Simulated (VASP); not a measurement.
# InSe (R3m) in VASP: single point with r2SCAN

Aim: the single point of InSe with r2SCAN.

All numbers are computed with VASP 6.6.1; they aren't measurements. Logs are shortened: lines on timing, memory, paths and dates and some standing lists are left out, and cuts for length are marked.

### 1 The cell of the first run

It takes space group R3m (No. 160, trigonal). Conventional cell: a = 4.000 Å, b = 4.000 Å, c = 25.320 Å, α = 90.00°, β = 90.00°, γ = 120.00°. Within 3.5 Å of In (site symmetry 3m) lie 3 Se at 2.64 Å and 1 In at 2.82 Å. In (site symmetry 3m) has 3 Se at 2.63 Å and 1 In at 2.82 Å within 3.5 Å. Se (site symmetry 3m) has 3 In at 2.64 Å within 3.5 Å. Within 3.5 Å of Se (site symmetry 3m) lie 3 In at 2.63 Å.

### 2 Single point, r2SCAN

Input file POSCAR:

```
InSe
1.0
    2.0000000000      1.1547005384      8.4400000000
   -2.0000000000      1.1547005384      8.4400000000
    0.0000000000     -2.3094010768      8.4400000000
In Se
2 2
Direct
    0.0000000000      0.0000000000      0.0000000000
    0.8885966667      0.8885966667      0.8885966667
    0.3835033333      0.3835033333      0.3835033333
    0.1719000000      0.1719000000      0.1719000000
```

Input file INCAR.step1:

```
SYSTEM = InSe
PREC = Accurate
ENCUT = 550
ISMEAR = 0
SIGMA = 0.01
LREAL = .False.
LASPH = .True.
NELM = 120
NBANDS = 27
GGA = PE
ALGO = Normal
EDIFF = 1E-5
LWAVE = .True.
LCHARG = .False.
GGA_COMPAT = .False.
```

Input file INCAR.step2:

```
SYSTEM = InSe
PREC = Accurate
ENCUT = 550
EDIFF = 1E-6
ISMEAR = 0
SIGMA = 0.01
LREAL = .False.
LASPH = .True.
NELM = 120
ALGO = Normal
ISIF = 2
LWAVE = .False.
LCHARG = .False.
METAGGA = R2SCAN
LMIXTAU = .True.
NBANDS = 27
ISTART = 1
GGA_COMPAT = .False.
```

Input file KPOINTS:

```
regular mesh
0
Gamma
  6 6 6
  0 0 0
```

Potentials or basis: VASP PAW PBE potentials, release 64 (In_d, Se).

Command:

```
$ cat potpaw_PBE.64/In_d/POTCAR potpaw_PBE.64/Se/POTCAR > POTCAR
$ cp INCAR.step1 INCAR
$ mpirun -np 1 vasp_std > vasp.out
$ cp INCAR.step2 INCAR
$ mpirun -np 1 vasp_std > vasp.out
```

OUTCAR:

```text
SYSTEM = InSe
   PREC = Accurate
   ENCUT = 550
   EDIFF = 1E-6
   ISMEAR = 0
   LREAL = .False.
   LASPH = .True.
   NELM = 120
   ISIF = 2
   METAGGA = R2SCAN
   ISTART = 1

 ion  position               nearest neighbor table
   1  0.000  0.000  0.000-   3 2.64   3 2.64   3 2.64   2 2.82
   2  0.889  0.889  0.889-   4 2.63   4 2.63   4 2.63   1 2.82
   3  0.384  0.384  0.384-   1 2.64   1 2.64   1 2.64
   4  0.172  0.172  0.172-   2 2.63   2 2.63   2 2.63

  LATTYP: Found a trigonal (rhomboedric) cell.
 ALAT       =     8.7502533297
 COS(alpha) =     0.8955162542

  Lattice vectors:

 A1 = (   2.0000000000,   1.1547005384,   8.4400000000)
 A2 = (  -2.0000000000,   1.1547005384,   8.4400000000)
 A3 = (   0.0000000000,  -2.3094010768,   8.4400000000)

Analysis of symmetry for initial positions (statically):
=====================================================================
 Subroutine PRICEL returns:
 Original cell was already a primitive cell.

 Routine SETGRP: Setting up the symmetry group for a
 trigonal (rhombohedral) supercell.

 Subroutine GETGRP returns: Found  6 space group operations
 (whereof  6 operations were pure point group operations)
 out of a pool of 12 trial point group operations.

The static configuration has the point symmetry C_3v.

Analysis of symmetry for dynamics (positions and initial velocities):
=====================================================================
 Subroutine PRICEL returns:
 Original cell was already a primitive cell.

 Routine SETGRP: Setting up the symmetry group for a
 trigonal (rhombohedral) supercell.

 Subroutine GETGRP returns: Found  6 space group operations
 (whereof  6 operations were pure point group operations)
 out of a pool of 12 trial point group operations.

The dynamic configuration has the point symmetry C_3v.

 Subroutine INISYM returns: Found  6 space group operations
 (whereof  6 operations are pure point group operations),
 and found     1 'primitive' translations

----------------------------------------------------------------------------------------

                                     Primitive cell

  volume of cell :     116.9481

  direct lattice vectors                    reciprocal lattice vectors
     2.000000000  1.154700538  8.440000000     0.250000000  0.144337567  0.039494471
    -2.000000000  1.154700538  8.440000000    -0.250000000  0.144337567  0.039494471
     0.000000000 -2.309401077  8.440000000     0.000000000 -0.288675135  0.039494471

  length of vectors
     8.750253330  8.750253330  8.750253330     0.291364285  0.291364285  0.291364285

  position of ions in fractional coordinates (direct lattice)
     0.000000000  0.000000000  0.000000000
     0.888596667  0.888596667  0.888596667
     0.383503333  0.383503333  0.383503333
     0.171900000  0.171900000  0.171900000

  ion indices of the primitive-cell ions
   primitive index   ion index
                 1           1
                 2           2
                 3           3
                 4           4

----------------------------------------------------------------------------------------

 KPOINTS: regular mesh

Automatic generation of k-mesh.
 Grid dimensions read from file:
 generate k-points for:    6    6    6

 Generating k-lattice:

  Cartesian coordinates                     Fractional coordinates (reciprocal lattice)
     0.041666667  0.024056261  0.006582412     0.166666667  0.000000000  0.000000000
    -0.041666667  0.024056261  0.006582412     0.000000000  0.166666667  0.000000000
     0.000000000 -0.048112522  0.006582412     0.000000000  0.000000000  0.166666667

  Length of vectors
     0.048560714  0.048560714  0.048560714

  Shift w.r.t. Gamma in fractional coordinates (k-lattice)
     0.000000000  0.000000000  0.000000000

 Subroutine IBZKPT returns following result:
 ===========================================

 Found     32 irreducible k-points:

 Following reciprocal coordinates:
            Coordinates               Weight
  0.000000  0.000000  0.000000      1.000000
  0.166667 -0.000000  0.000000      6.000000
  0.333333 -0.000000  0.000000      6.000000
  0.500000 -0.000000  0.000000      3.000000
  0.166667  0.166667  0.000000      6.000000
  0.333333  0.166667  0.000000     12.000000
[... 16 lines left out ...]
  0.500000  0.500000  0.166667      6.000000
 -0.333333  0.500000  0.166667     12.000000
 [... further k-points ...]
   k-points           NKPTS =     32   k-points in BZ     NKDIM =     32   number of bands    NBANDS=     27
   number of dos      NEDOS =    301   number of ions     NIONS =      4
   total plane-waves  NPLWV = 343000
   dimension x,y,z NGX =    70 NGY =   70 NGZ =   70
   dimension x,y,z NGXF=   140 NGYF=  140 NGZF=  140
   ions per type =               2   2
   NGX,Y,Z   is equivalent  to a cutoff of  13.30, 13.30, 13.30 a.u.
   NGXF,Y,Z  is equivalent  to a cutoff of  26.60, 26.60, 26.60 a.u.
 SYSTEM =  InSe
   PREC   = accura    normal or accurate (medium, high low for compatibility)
   ISTART =      1    job   : 0-new  1-cont  2-samecut
   ICHARG =      0    charge: 1-file 2-atom 10-const
   ISPIN  =      1    spin polarized calculation?
   LNONCOLLINEAR =      F non collinear calculations
   LSORBIT =      F    spin-orbit coupling
   LASPH  =      T    aspherical Exc in radial PAW
   ENCUT  =  550.0 eV  40.42 Ry    6.36 a.u.  16.73 16.73 16.73*2*pi/ulx,y,z
   NELM   =    120;   NELMIN=  2; NELMDL=  0     # of ELM steps
   EDIFF  = 0.1E-05   stopping-criterion for ELM
   LREAL  =      F    real-space projection
   EDIFFG = 0.1E-04   stopping-criterion for IOM
   NSW    =      0    number of steps for IOM
   IBRION =     -1    ionic relax: 0-MD 1-quasi-New 2-CG
   NFREE  =      0    steps in history (QN), initial steepest desc. (CG)
   ISIF   =      2    stress and relaxation
   ISYM   =      2    0-nonsym 1-usesym 2-fastsym
   POTIM  = 0.5000    time-step for ionic-motion
   TEBEG  =    0.0;   TEEND  =   0.0 temperature during run
   PSTRESS=    0.0 pullay stress
   NELECT =      38.0000    total number of electrons
   NUPDOWN=      -1.0000    fix difference up-down
   EMIN   =  10.00;   EMAX   =-10.00  energy-range for DOS
   EFERMI =   0.00;   METHOD = LEGACY
   ISMEAR =     0;   SIGMA  =   0.01  broadening in eV -4-tet -1-fermi 0-gaus
   EFERMI_NEDOS =   21; number of points for ismear=-14 and -15
   IALGO  =     38    algorithm
   IMIX   =      4    mixing-type and parameters
     AMIX     =   0.40;   BMIX     =  1.00
     AMIX_MAG =   1.60;   BMIX_MAG =  1.00
  volume/ion in A,a.u.               =      29.24       197.30
  Fermi-wavevector in a.u.,A,eV,Ry     =   1.125481  2.126852 17.234615  1.266709
  Thomas-Fermi vector in A             =   2.262159
   LORBIT       =      0    0 simple, 1 ext, 2 COOP (PROOUT), +10 PAW based schemes
   METAGGA = R2SCAN    functional components
   LHFCALC =     F    Hartree Fock is set to
   AEXX    =    0.0000 exact exchange contribution
   IVDW    =     0    specifies the selected vdW correction
   LEPSILON=     F    determine dielectric tensor
   LRPA    =     F    only Hartree local field effects (RPA)
 non-spin polarized calculation
 Gauss-broadening in eV      SIGMA  =   0.01
  energy-cutoff  :      550.00
  volume of cell :      116.95
 maximum number of plane-waves:      3459
 NGX is ok and might be reduce to    70
   NGX = 33   NGY = 33   NGZ = 33

 number of electron      37.9999998 magnetization

 Free energy of the ion-electron system (eV)
  ---------------------------------------------------
  ext. energy  EPLUGINS =         0.00000000
  ---------------------------------------------------
  free energy    TOTEN  =       -76.45307469 eV

  energy without entropy =      -76.45307469  energy(sigma->0) =      -76.45307469

 E-fermi :   3.9416     XC(G=0):  -9.4381

 val. band max:        3.8748908636   @ k =   0.5000   0.5000   0.5000
 cond. band min:       4.7332320131   @ k =   0.5000   0.5000   0.5000
 fundamental gap:      0.8583411495
 Fermi energy:         3.9416231601

 k-point     1 :       0.0000    0.0000    0.0000
  band No.  band energies     occupation
      1     -11.4021      2.00000
      2     -11.2327      2.00000
      3     -11.2327      2.00000
      4     -11.1536      2.00000
      5     -11.1536      2.00000
      6     -11.1166      2.00000
[... 19 lines left out ...]
     26       9.8189      0.00000
     27      11.9686      0.00000

 k-point     2 :       0.1667   -0.0000    0.0000
  band No.  band energies     occupation
      1     -11.4285      2.00000
      2     -11.3129      2.00000
      3     -11.2751      2.00000
      4     -11.2259      2.00000
      5     -11.1335      2.00000
      6     -11.1240      2.00000
[... 19 lines left out ...]
     26      10.4082      0.00000
     27      11.1774      0.00000

 k-point     3 :       0.3333   -0.0000    0.0000
  band No.  band energies     occupation
      1     -11.5456      2.00000
      2     -11.4344      2.00000
      3     -11.3317      2.00000
      4     -11.2201      2.00000
      5     -11.1387      2.00000
      6     -11.0939      2.00000
[... 19 lines left out ...]
     26      11.0094      0.00000
     27      11.6510      0.00000

 k-point     4 :       0.5000   -0.0000    0.0000
  band No.  band energies     occupation
      1     -11.6008      2.00000
      2     -11.4961      2.00000
      3     -11.3270      2.00000
      4     -11.2199      2.00000
      5     -11.1457      2.00000
      6     -11.0748      2.00000
[... 19 lines left out ...]
     26      10.7707      0.00000
     27      11.3674      0.00000
[... 516 lines left out ...]
      4     -11.2318      2.00000
      5     -11.1324      2.00000
      6     -11.0860      2.00000
[... 19 lines left out ...]
     26      11.4971      0.00000
     27      12.1191      0.00000

 k-point    23 :       0.5000    0.5000    0.1667
  band No.  band energies     occupation
      1     -11.5350      2.00000
      2     -11.4472      2.00000
      3     -11.3300      2.00000
      4     -11.2205      2.00000
      5     -11.1386      2.00000
      6     -11.0937      2.00000
[... 19 lines left out ...]
     26      11.3723      0.00000
     27      11.7148      0.00000

 k-point    24 :      -0.3333    0.5000    0.1667
  band No.  band energies     occupation
      1     -11.5805      2.00000
      2     -11.4972      2.00000
      3     -11.3264      2.00000
      4     -11.2320      2.00000
      5     -11.1324      2.00000
      6     -11.0859      2.00000
[... 19 lines left out ...]
     26      11.5602      0.00000
     27      11.9521      0.00000

 [... further k-points ...]

------------------------ aborting loop because EDIFF is reached ----------------------------------------

  FORCE on cell =-STRESS in cart. coord.  units (eV):
  Direction    XX          YY          ZZ          XY          YZ          ZX
  --------------------------------------------------------------------------------------
  -------------------------------------------------------------------------------------
  Total        1.0973821      1.0973821      0.2581242      0.0000000      0.0000000      0.0000000
  in kB       15.0340294     15.0340294      3.5362764      0.0000000      0.0000000      0.0000000
  external PRESSURE =      11.2014450 kB  Pullay stress =       0.0000000 kB

 VOLUME and BASIS-vectors are now :
 -----------------------------------------------------------------------------
  energy-cutoff  :      550.00
  volume of cell :      116.95
      direct lattice vectors                 reciprocal lattice vectors
     2.000000000  1.154700538  8.440000000     0.250000000  0.144337567  0.039494471
    -2.000000000  1.154700538  8.440000000    -0.250000000  0.144337567  0.039494471
     0.000000000 -2.309401077  8.440000000     0.000000000 -0.288675135  0.039494471

 POSITION                                       TOTAL-FORCE (eV/Angst)
 -----------------------------------------------------------------------------------
      0.00000      0.00000      0.00000         0.000000      0.000000     -0.232603
      0.00000      0.00000     22.49927         0.000000     -0.000000      0.250554
      0.00000      0.00000      9.71030         0.000000      0.000000      0.026646
      0.00000      0.00000      4.35251         0.000000      0.000000     -0.044597
 -----------------------------------------------------------------------------------
    total drift:                                0.000000      0.000000      0.000247

  FREE ENERGIE OF THE ION-ELECTRON SYSTEM (eV)
  ---------------------------------------------------
  free  energy   TOTEN  =       -76.4530746902 eV

  energy  without entropy=      -76.4530746902  energy(sigma->0) =      -76.45307469
```

Wall time 54 min (1 thread of AMD EPYC 7R13 (Zen 3), shared host); peak memory 0.78 GiB.

What came out:

| Item | Value |
| --- | --- |
| Free energy | -76.4531 eV |
| Pressure | 1.1 GPa |
| Largest force | 0.251 eV/Å |
| Band gap on the k mesh | 0.86 eV |

Forces in eV/Å, atoms in the order of the input:
```
In   0.000  0.000 -0.233
In   0.000  0.000  0.251
Se   0.000  0.000  0.027
Se   0.000  0.000 -0.045
```

Caveat: the PAW data sets were made with another functional, which shifts forces and pressure a little; spin-orbit coupling is left out, which moves the levels of the heavy elements.
